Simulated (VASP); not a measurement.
# MgO (P-6m2) in VASP: a series of runs

The runs below take MgO through single point, with LDA, PBEsol.

Everything below comes from runs of VASP 6.6.1. Logs are shortened: lines on timing, memory, paths and dates and some standing lists are left out, and cuts for length are marked.

## Step 1: The cell of the first run

Symmetry: P-6m2, No. 187, hexagonal system. Conventional cell: a = 2.977 Å, b = 2.977 Å, c = 2.715 Å, α = 90.00°, β = 90.00°, γ = 120.00°. Within 2.9 Å of Mg (site symmetry -6m2) lie 6 O at 2.19 Å and 2 Mg at 2.71 Å. O (site symmetry -6m2) has 6 Mg at 2.19 Å and 2 O at 2.71 Å within 2.9 Å.

## Step 2: Single point, LDA (volume scaled by 1.04)

File INCAR:

```
SYSTEM = MgO
ALGO = Normal
EDIFF = 1E-6
ENCUT = 520
ISIF = 2
ISMEAR = -1
LASPH = .True.
LCHARG = .False.
LREAL = .False.
LWAVE = .False.
NBANDS = 11
NELM = 80
PREC = Accurate
SIGMA = 0.05
```

File KPOINTS:

```
k-points
0
Gamma
  10 10 10
  0 0 0
```

File POSCAR:

```
MgO
1.0
    2.9766835069      0.0000000000      0.0000000000
   -1.4883417534      2.5778835360      0.0000000000
    0.0000000000      0.0000000000      2.7149429912
Mg O
1 1
Direct
    0.0000000000      0.0000000000      0.0000000000
    0.3333333333      0.6666666667      0.5000000000
```

Potentials or basis: VASP PAW LDA potentials, release 64 (Mg, O).

The run is started by

```bash
> cat potpaw_LDA.64/Mg/POTCAR potpaw_LDA.64/O/POTCAR > POTCAR
> mpirun -np 1 vasp_std > vasp.out
```

OUTCAR:

```text
SYSTEM = MgO
   EDIFF = 1E-6
   ENCUT = 520
   ISIF = 2
   ISMEAR = -1
   LASPH = .True.
   LREAL = .False.
   NELM = 80
   PREC = Accurate

 ion  position               nearest neighbor table
   1  0.000  0.000  0.000-   2 2.19   2 2.19   2 2.19   2 2.19   2 2.19   2 2.19
   2  0.333  0.667  0.500-   1 2.19   1 2.19   1 2.19   1 2.19   1 2.19   1 2.19

  LATTYP: Found a hexagonal cell.
 ALAT       =     2.9766835069
 C/A-ratio  =     0.9120697531

  Lattice vectors:

 A1 = (   2.9766835069,   0.0000000000,   0.0000000000)
 A2 = (  -1.4883417534,   2.5778835360,   0.0000000000)
 A3 = (   0.0000000000,   0.0000000000,   2.7149429912)

Analysis of symmetry for initial positions (statically):
=====================================================================
 Subroutine PRICEL returns:
 Original cell was already a primitive cell.

 Routine SETGRP: Setting up the symmetry group for a
 hexagonal supercell.

 Subroutine GETGRP returns: Found 12 space group operations
 (whereof 12 operations were pure point group operations)
 out of a pool of 24 trial point group operations.

The static configuration has the point symmetry D_3h.

Analysis of symmetry for dynamics (positions and initial velocities):
=====================================================================
 Subroutine PRICEL returns:
 Original cell was already a primitive cell.

 Routine SETGRP: Setting up the symmetry group for a
 hexagonal supercell.

 Subroutine GETGRP returns: Found 12 space group operations
 (whereof 12 operations were pure point group operations)
 out of a pool of 24 trial point group operations.

The dynamic configuration has the point symmetry D_3h.

 Subroutine INISYM returns: Found 12 space group operations
 (whereof 12 operations are pure point group operations),
 and found     1 'primitive' translations

----------------------------------------------------------------------------------------

                                     Primitive cell

  volume of cell :      20.8332

  direct lattice vectors                    reciprocal lattice vectors
     2.976683507  0.000000000  0.000000000     0.335944348  0.193957560  0.000000000
    -1.488341753  2.577883536  0.000000000     0.000000000  0.387915120  0.000000000
     0.000000000  0.000000000  2.714942991     0.000000000  0.000000000  0.368331859

  length of vectors
     2.976683507  2.976683507  2.714942991     0.387915120  0.387915120  0.368331859

  position of ions in fractional coordinates (direct lattice)
     0.000000000  0.000000000  0.000000000
     0.333333333  0.666666667  0.500000000

  ion indices of the primitive-cell ions
   primitive index   ion index
                 1           1
                 2           2

----------------------------------------------------------------------------------------

 KPOINTS: k-points

Automatic generation of k-mesh.
 Grid dimensions read from file:
 generate k-points for:   10   10   10

 Generating k-lattice:

  Cartesian coordinates                     Fractional coordinates (reciprocal lattice)
     0.033594435  0.019395756  0.000000000     0.100000000  0.000000000  0.000000000
     0.000000000  0.038791512  0.000000000     0.000000000  0.100000000  0.000000000
     0.000000000  0.000000000  0.036833186     0.000000000  0.000000000  0.100000000

  Length of vectors
     0.038791512  0.038791512  0.036833186

  Shift w.r.t. Gamma in fractional coordinates (k-lattice)
     0.000000000  0.000000000  0.000000000

 Subroutine IBZKPT returns following result:
 ===========================================

 Found     84 irreducible k-points:

 Following reciprocal coordinates:
            Coordinates               Weight
  0.000000  0.000000  0.000000      1.000000
  0.100000 -0.000000  0.000000      6.000000
  0.200000 -0.000000  0.000000      6.000000
  0.300000  0.000000  0.000000      6.000000
  0.400000  0.000000  0.000000      6.000000
  0.500000  0.000000  0.000000      3.000000
[... 16 lines left out ...]
  0.300000  0.100000  0.100000     24.000000
  0.400000  0.100000  0.100000     24.000000
 [... further k-points ...]
   k-points           NKPTS =     84   k-points in BZ     NKDIM =     84   number of bands    NBANDS=     11
   number of dos      NEDOS =    301   number of ions     NIONS =      2
   total plane-waves  NPLWV =  11520
   dimension x,y,z NGX =    24 NGY =   24 NGZ =   20
   dimension x,y,z NGXF=    48 NGYF=   48 NGZF=   40
   ions per type =               1   1
   NGX,Y,Z   is equivalent  to a cutoff of  13.40, 13.40, 12.25 a.u.
   NGXF,Y,Z  is equivalent  to a cutoff of  26.81, 26.81, 24.49 a.u.
 SYSTEM =  MgO
   PREC   = accura    normal or accurate (medium, high low for compatibility)
   ISTART =      0    job   : 0-new  1-cont  2-samecut
   ICHARG =      2    charge: 1-file 2-atom 10-const
   ISPIN  =      1    spin polarized calculation?
   LNONCOLLINEAR =      F non collinear calculations
   LSORBIT =      F    spin-orbit coupling
   LASPH  =      T    aspherical Exc in radial PAW
   ENCUT  =  520.0 eV  38.22 Ry    6.18 a.u.   5.53  5.53  5.05*2*pi/ulx,y,z
   NELM   =     80;   NELMIN=  2; NELMDL= -5     # of ELM steps
   EDIFF  = 0.1E-05   stopping-criterion for ELM
   LREAL  =      F    real-space projection
   EDIFFG = 0.1E-04   stopping-criterion for IOM
   NSW    =      0    number of steps for IOM
   IBRION =     -1    ionic relax: 0-MD 1-quasi-New 2-CG
   NFREE  =      0    steps in history (QN), initial steepest desc. (CG)
   ISIF   =      2    stress and relaxation
   ISYM   =      2    0-nonsym 1-usesym 2-fastsym
   POTIM  = 0.5000    time-step for ionic-motion
   TEBEG  =    0.0;   TEEND  =   0.0 temperature during run
   PSTRESS=    0.0 pullay stress
   NELECT =       8.0000    total number of electrons
   NUPDOWN=      -1.0000    fix difference up-down
   EMIN   =  10.00;   EMAX   =-10.00  energy-range for DOS
   EFERMI =   0.00;   METHOD = LEGACY
   ISMEAR =    -1;   SIGMA  =   0.05  broadening in eV -4-tet -1-fermi 0-gaus
   EFERMI_NEDOS =   21; number of points for ismear=-14 and -15
   IALGO  =     38    algorithm
   IMIX   =      4    mixing-type and parameters
     AMIX     =   0.40;   BMIX     =  1.00
     AMIX_MAG =   1.60;   BMIX_MAG =  1.00
  volume/ion in A,a.u.               =      10.42        70.29
  Fermi-wavevector in a.u.,A,eV,Ry     =   1.189924  2.248631 19.264753  1.415919
  Thomas-Fermi vector in A             =   2.326020
   LORBIT       =      0    0 simple, 1 ext, 2 COOP (PROOUT), +10 PAW based schemes
   GGA     = CA    functional components
   LHFCALC =     F    Hartree Fock is set to
   AEXX    =    0.0000 exact exchange contribution
   IVDW    =     0    specifies the selected vdW correction
   LEPSILON=     F    determine dielectric tensor
   LRPA    =     F    only Hartree local field effects (RPA)
 non-spin polarized calculation
  energy-cutoff  :      520.00
  volume of cell :       20.83
 maximum number of plane-waves:       575
 NGX is ok and might be reduce to    24
   NGX = 11   NGY = 11   NGZ = 11

 number of electron       8.0000000 magnetization

 Free energy of the ion-electron system (eV)
  ---------------------------------------------------
  ext. energy  EPLUGINS =         0.00000000
  ---------------------------------------------------
  free energy    TOTEN  =       -12.61086176 eV

  energy without entropy =      -12.61086176  energy(sigma->0) =      -12.61086176

 E-fermi :   3.7337     XC(G=0): -11.0498

 val. band max:        2.6882824419   @ k =   0.3000   0.3000   0.0000
 cond. band min:       5.3560504904   @ k =   0.0000   0.0000   0.0000
 fundamental gap:      2.6677680485
 Fermi energy:         3.7336595255

 k-point     1 :       0.0000    0.0000    0.0000
  band No.  band energies     occupation
      1     -14.2640      2.00000
      2       2.1191      2.00000
      3       2.1191      2.00000
      4       2.2957      2.00000
      5       5.3561      0.00000
      6      14.1989      0.00000
      7      17.6674      0.00000
      8      17.6674      0.00000
      9      21.9023      0.00000
     10      22.6531      0.00000
     11      24.2796      0.00000

 k-point     2 :       0.1000   -0.0000    0.0000
  band No.  band energies     occupation
      1     -14.1791      2.00000
      2       1.4530      2.00000
      3       2.0459      2.00000
      4       2.3274      2.00000
      5       5.9918      0.00000
      6      14.1795      0.00000
      7      16.7625      0.00000
      8      17.9024      0.00000
      9      22.5045      0.00000
     10      22.8814      0.00000
     11      24.4580      0.00000

 k-point     3 :       0.2000   -0.0000    0.0000
  band No.  band energies     occupation
      1     -13.9475      2.00000
      2       0.2184      2.00000
      3       1.8614      2.00000
      4       2.4123      2.00000
      5       7.1462      0.00000
      6      13.6489      0.00000
      7      16.0839      0.00000
      8      18.4820      0.00000
      9      22.0924      0.00000
     10      22.8143      0.00000
     11      25.0849      0.00000

 k-point     4 :       0.3000    0.0000    0.0000
  band No.  band energies     occupation
      1     -13.6389      2.00000
      2      -0.9491      2.00000
      3       1.6463      2.00000
      4       2.5208      2.00000
      5       8.1850      0.00000
      6      12.8260      0.00000
      7      15.9945      0.00000
      8      19.1029      0.00000
      9      21.5424      0.00000
     10      22.7623      0.00000
     11      26.3775      0.00000

 k-point     5 :       0.4000    0.0000    0.0000
  band No.  band energies     occupation
      1     -13.3672      2.00000
      2      -1.7740      2.00000
      3       1.4814      2.00000
      4       2.6117      2.00000
      5       8.7956      0.00000
      6      12.5449      0.00000
      7      15.6184      0.00000
      8      19.5109      0.00000
      9      21.0714      0.00000
     10      23.4326      0.00000
     11      26.8188      0.00000
[... 211 lines left out ...]
 k-point    21 :       0.1000    0.1000    0.1000
  band No.  band energies     occupation
      1     -13.9400      2.00000
      2       0.6075      2.00000
      3       1.8386      2.00000
      4       1.9127      2.00000
      5       7.2731      0.00000
      6      13.9488      0.00000
      7      16.3468      0.00000
      8      18.2570      0.00000
      9      21.3045      0.00000
     10      23.2811      0.00000
     11      24.6501      0.00000

 k-point    22 :       0.2000    0.1000    0.1000
  band No.  band energies     occupation
      1     -13.6746      2.00000
      2      -0.3953      2.00000
      3       1.5966      2.00000
      4       1.9699      2.00000
      5       8.2706      0.00000
      6      13.2078      0.00000
      7      16.3000      0.00000
      8      18.3728      0.00000
      9      20.7980      0.00000
     10      23.3577      0.00000
     11      25.2879      0.00000

 k-point    23 :       0.3000    0.1000    0.1000
  band No.  band energies     occupation
      1     -13.3879      2.00000
      2      -1.2705      2.00000
      3       1.2951      2.00000
      4       2.1190      2.00000
      5       9.0777      0.00000
      6      12.6380      0.00000
      7      16.0736      0.00000
      8      18.6817      0.00000
      9      20.3582      0.00000
     10      23.8824      0.00000
     11      25.5427      0.00000

 k-point    24 :       0.4000    0.1000    0.1000
  band No.  band energies     occupation
      1     -13.1979      2.00000
      2      -1.7775      2.00000
      3       1.1165      2.00000
      4       2.2158      2.00000
      5       9.4596      0.00000
      6      12.5267      0.00000
      7      15.6083      0.00000
      8      19.2233      0.00000
      9      19.9256      0.00000
     10      24.4109      0.00000
     11      25.6550      0.00000

 [... further k-points ...]
[... 5 lines left out ...]
  --------------------------------------------------------------------------------------
  -------------------------------------------------------------------------------------
  Total       -1.8616117     -1.8616117     -2.2065596     -0.0000000      0.0000000      0.0000000
  in kB     -143.1670331   -143.1670331   -169.6952090     -0.0000000      0.0000000      0.0000000
  external PRESSURE =    -152.0097584 kB  Pullay stress =       0.0000000 kB

 VOLUME and BASIS-vectors are now :
 -----------------------------------------------------------------------------
  energy-cutoff  :      520.00
  volume of cell :       20.83
      direct lattice vectors                 reciprocal lattice vectors
     2.976683507  0.000000000  0.000000000     0.335944348  0.193957560  0.000000000
    -1.488341753  2.577883536  0.000000000     0.000000000  0.387915120  0.000000000
     0.000000000  0.000000000  2.714942991     0.000000000  0.000000000  0.368331859

 POSITION                                       TOTAL-FORCE (eV/Angst)
 -----------------------------------------------------------------------------------
      0.00000      0.00000      0.00000        -0.000000      0.000000      0.000000
     -0.00000      1.71859      1.35747         0.000000      0.000000      0.000000
 -----------------------------------------------------------------------------------
    total drift:                                0.000000     -0.000000     -0.000000

  FREE ENERGIE OF THE ION-ELECTRON SYSTEM (eV)
  ---------------------------------------------------
  free  energy   TOTEN  =       -12.6108617605 eV

  energy  without entropy=      -12.6108617604  energy(sigma->0) =      -12.61086176
```

Wall time 30 s (1 thread of Intel Xeon 8259CL, shared host); peak memory 0.14 GiB.

What came out:

- Free energy: -12.6109 eV
- Pressure: -15.2 GPa
- Band gap on the k mesh: 2.67 eV, indirect (least direct gap 3.06 eV)

Stress tensor (GPa, compression positive):
```
-14.32   0.00   0.00
  0.00 -14.32   0.00
  0.00   0.00 -16.97
```

Levels at points of the mesh, in eV from the valence-band top:
```tsv
k point	band 1	band 2	band 3	band 4	band 5	band 6	band 7	band 8	band 9
(0.00, 0.00, 0.00)	-16.95	-0.57	-0.57	-0.39	2.67	11.51	14.98	14.98	19.21
(0.50, 0.00, 0.00)	-15.95	-4.76	-1.27	-0.04	6.26	9.93	12.63	16.95	18.20
(0.00, 0.00, 0.50)	-15.91	-5.23	-0.07	-0.07	7.82	8.56	17.03	17.03	17.98
(0.50, 0.00, 0.50)	-15.21	-3.61	-3.25	-0.78	5.51	10.95	13.20	14.22	14.55
```

 A k mesh can miss the band edges.

## Step 3: Single point, PBEsol (volume scaled by 1.02)

File INCAR:

```
SYSTEM = MgO
PREC = Accurate
ENCUT = 520
EDIFF = 1E-6
ISMEAR = -1
SIGMA = 0.05
LREAL = .FALSE.
LASPH = .TRUE.
NELM = 80
ALGO = Normal
ISIF = 2
LWAVE = .FALSE.
LCHARG = .FALSE.
GGA = PS
NBANDS = 11
```

File KPOINTS:

```
Automatic mesh
0
G
  10 10 10
  0 0 0
```

File POSCAR:

```
MgO
1.0
    2.9574785625      0.0000000000      0.0000000000
   -1.4787392813      2.5612515663      0.0000000000
    0.0000000000      0.0000000000      2.6974267424
Mg O
1 1
Direct
    0.0000000000      0.0000000000      0.0000000000
    0.3333333333      0.6666666667      0.5000000000
```

Potentials or basis: VASP PAW PBE potentials, release 64 (Mg, O).

The run is started by

```bash
> cat potpaw_PBE.64/Mg/POTCAR potpaw_PBE.64/O/POTCAR > POTCAR
> mpirun -np 1 vasp_std > vasp.out
```

It took 36 s on 1 thread of Intel Xeon 8259CL, shared host; peak memory 0.15 GiB.

It converged, with:

```
Free energy            : -11.8030 eV
Pressure               : -6.8 GPa
Band gap on the k mesh : 2.78 eV, indirect (least direct gap 3.18 eV)
```

Stress tensor (GPa, compression positive):
```
-6.51  0.00  0.00
 0.00 -6.51  0.00
 0.00  0.00 -7.42
```

Levels at points of the mesh, in eV from the valence-band top:
| k point | band 1 | band 2 | band 3 | band 4 | band 5 | band 6 | band 7 | band 8 | band 9 |
| --- | --- | --- | --- | --- | --- | --- | --- | --- | --- |
| (0.00, 0.00, 0.00) | -17.26 | -0.59 | -0.59 | -0.39 | 2.78 | 11.63 | 15.29 | 15.29 | 19.44 |
| (0.50, 0.00, 0.00) | -16.25 | -4.84 | -1.29 | -0.04 | 6.38 | 10.26 | 12.82 | 17.43 | 18.55 |
| (0.00, 0.00, 0.50) | -16.21 | -5.31 | -0.08 | -0.08 | 7.99 | 8.77 | 17.29 | 17.29 | 18.22 |
| (0.50, 0.00, 0.50) | -15.50 | -3.67 | -3.31 | -0.80 | 5.64 | 11.14 | 13.64 | 14.51 | 14.92 |

Caveat: the PAW data sets were made with another functional, which shifts forces and pressure a little. A k mesh can miss the band edges.

## Step 4: Single point, PBEsol (volume scaled by 1.04)

File INCAR:

```
PREC = Accurate ; ENCUT = 520
EDIFF = 1E-6 ; ISMEAR = -1
SIGMA = 0.05 ; LREAL = F
LASPH = T ; NELM = 60
ALGO = Normal ; ISIF = 2
LWAVE = F ; LCHARG = F
GGA = PS ; NBANDS = 11
```

File KPOINTS:

```
regular mesh
0
Gamma
  10 10 10
```

File POSCAR:

```
MgO
1.0
    2.9766835069      0.0000000000      0.0000000000
   -1.4883417534      2.5778835360      0.0000000000
    0.0000000000      0.0000000000      2.7149429912
Mg O
1 1
Direct
    0.0000000000      0.0000000000      0.0000000000
    0.3333333333      0.6666666667      0.5000000000
```

The run is started by

```bash
> cat potpaw_PBE.64/Mg/POTCAR potpaw_PBE.64/O/POTCAR > POTCAR
> mpirun -np 1 vasp_std > vasp.out
```

Run time: 34 s. Hardware: 1 thread of Intel Xeon 8259CL, shared host; peak memory 0.14 GiB.

The run converged. Its results:

```
Free energy            : -11.7836 eV
Pressure               : -9.0 GPa
Band gap on the k mesh : 2.65 eV, indirect (least direct gap 3.04 eV)
```

Stress tensor (GPa, compression positive):
```
 -8.54   0.00   0.00
  0.00  -8.54   0.00
  0.00   0.00 -10.03
```

Levels at points of the mesh, in eV from the valence-band top:
```csv
k point,band 1,band 2,band 3,band 4,band 5,band 6,band 7,band 8,band 9
"(0.00, 0.00, 0.00)",-17.16,-0.57,-0.57,-0.39,2.65,11.57,15.13,15.13,19.23
"(0.50, 0.00, 0.00)",-16.19,-4.75,-1.27,-0.04,6.29,10.04,12.69,17.16,18.35
"(0.00, 0.00, 0.50)",-16.15,-5.22,-0.08,-0.08,7.83,8.62,17.15,17.15,18.08
"(0.50, 0.00, 0.50)",-15.47,-3.60,-3.24,-0.78,5.58,11.01,13.39,14.31,14.73
```

Caveat: the PAW data sets were made with another functional, which shifts forces and pressure a little.

## Step 5: The runs side by side

```tsv
level	potentials or basis	cell	gap on the mesh (eV)	pressure (GPa)
LDA	VASP PAW LDA potentials, release 64 (Mg, O)	a = 2.977, b = 2.977, c = 2.715 Å, angles 90.0, 90.0, 120.0°, 2 atoms	2.67	-15.2
PBEsol	VASP PAW PBE potentials, release 64 (Mg, O)	a = 2.957, b = 2.957, c = 2.697 Å, angles 90.0, 90.0, 120.0°, 2 atoms	2.78	-6.8
PBEsol	VASP PAW PBE potentials, release 64 (Mg, O)	a = 2.977, b = 2.977, c = 2.715 Å, angles 90.0, 90.0, 120.0°, 2 atoms	2.65	-9.0
```

Alike in all rows: task single point; no spin polarisation; k mesh 10 × 10 × 10; cutoff (eV) 520; smearing fermi-dirac 0.05 eV.

Caveats: the PAW data sets were made with another functional, which shifts forces and pressure a little (some runs).

Total energies depend on the potentials used, so only differences within one code and one set of settings carry meaning.
